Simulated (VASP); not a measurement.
Set up this calculation in VASP 6.6.1, as the native input.

| Quantity | Value |
| --- | --- |
| Task | single point |
| Functional | r2SCAN |
| Potentials or basis | VASP PAW PBE potentials, release 64 (Ga_d, N) |
| Cutoff | 770 eV |
| k mesh | 9 × 9 × 9, shifted |
| Occupations | methfessel-paxton, width 0.179 eV |
| Spin | no spin polarisation |
| Dipole correction | no |
| Further INCAR settings | ALGO = Normal; EDIFF = 1e-06; NBANDS = 16; ISYM = -1 |

GaN:

```
CELL_PARAMETERS angstrom
0.00000 2.13524 2.13524
2.13524 0.00000 2.13524
2.13524 2.13524 0.00000
ATOMIC_POSITIONS crystal
Ga 0.00000 0.00000 0.00000
N 0.50000 0.50000 0.50000
```

These files were run (other wordings do the same):

POSCAR

```
GaN
1.0
    0.0000000000      2.1352400000      2.1352400000
    2.1352400000      0.0000000000      2.1352400000
    2.1352400000      2.1352400000      0.0000000000
Ga N
1 1
Direct
    0.0000000000      0.0000000000      0.0000000000
    0.5000000000      0.5000000000      0.5000000000
```

INCAR.step1

```
SYSTEM = GaN
PREC     = Accurate       ! precision mode
ENCUT    = 770            ! plane-wave cutoff, eV
ISMEAR   = 1              ! smearing method
SIGMA    = 0.179          ! smearing width, eV
LREAL    = .False.        ! projectors in reciprocal space
LASPH    = .True.         ! aspherical terms in the spheres
NELM     = 120            ! most SCF steps
ISYM     = -1           
NBANDS   = 16             ! bands
GGA      = PE             ! functional
ALGO     = Normal         ! electronic algorithm
EDIFF    = 1E-5           ! SCF threshold, eV
LWAVE    = .True.         ! write WAVECAR
LCHARG   = .False.        ! write CHGCAR
GGA_COMPAT= .False.
```

INCAR.step2

```
SYSTEM = GaN
PREC     = Accurate       ! precision mode
ENCUT    = 770            ! plane-wave cutoff, eV
EDIFF    = 1E-6           ! SCF threshold, eV
ISMEAR   = 1              ! smearing method
SIGMA    = 0.179          ! smearing width, eV
LREAL    = .False.        ! projectors in reciprocal space
LASPH    = .True.         ! aspherical terms in the spheres
NELM     = 120            ! most SCF steps
ALGO     = Normal         ! electronic algorithm
ISIF     = 2              ! what is computed and relaxed
LWAVE    = .False.        ! write WAVECAR
LCHARG   = .True.         ! write CHGCAR
METAGGA  = R2SCAN         ! meta-GGA
LMIXTAU  = .True.       
LELF     = .True.         ! ELF
LVHAR    = .True.       
ISYM     = -1           
NBANDS   = 16             ! bands
ISTART   = 1            
GGA_COMPAT= .False.
```

KPOINTS

```
explicit points
365
Reciprocal
  0.05555556   0.05555556   0.05555556 2
  0.05555556   0.05555556   0.16666667 2
  0.05555556   0.05555556   0.27777778 2
  0.05555556   0.05555556   0.38888889 2
  0.05555556   0.05555556   0.50000000 2
  0.05555556   0.05555556   0.61111111 2
[... 357 lines left out ...]
  0.50000000   0.50000000   0.38888889 2
  0.50000000   0.50000000   0.50000000 1
```

Potentials or basis: VASP PAW PBE potentials, release 64 (Ga_d, N).

Run with:

```console
$ cat potpaw_PBE.64/Ga_d/POTCAR potpaw_PBE.64/N/POTCAR > POTCAR
$ cp INCAR.step1 INCAR
$ mpirun -np 1 vasp_std > vasp.out
$ cp INCAR.step2 INCAR
$ mpirun -np 1 vasp_std > vasp.out
```

Results of the run:

| Item | Value |
| --- | --- |
| Pressure | -7.4 GPa |
| Band gap on the k mesh | 1.22 eV (least direct gap 3.30 eV) |

Caveat: the cell stands under tension; the PAW data sets were made with another functional, which shifts forces and pressure a little; a shifted mesh leaves out Γ, where band edges can lie.

Run time: 5 min on 1 thread of Intel(R) Xeon(R) 6975P-C (Granite Rapids) (shared host), peak memory 0.33 GiB.
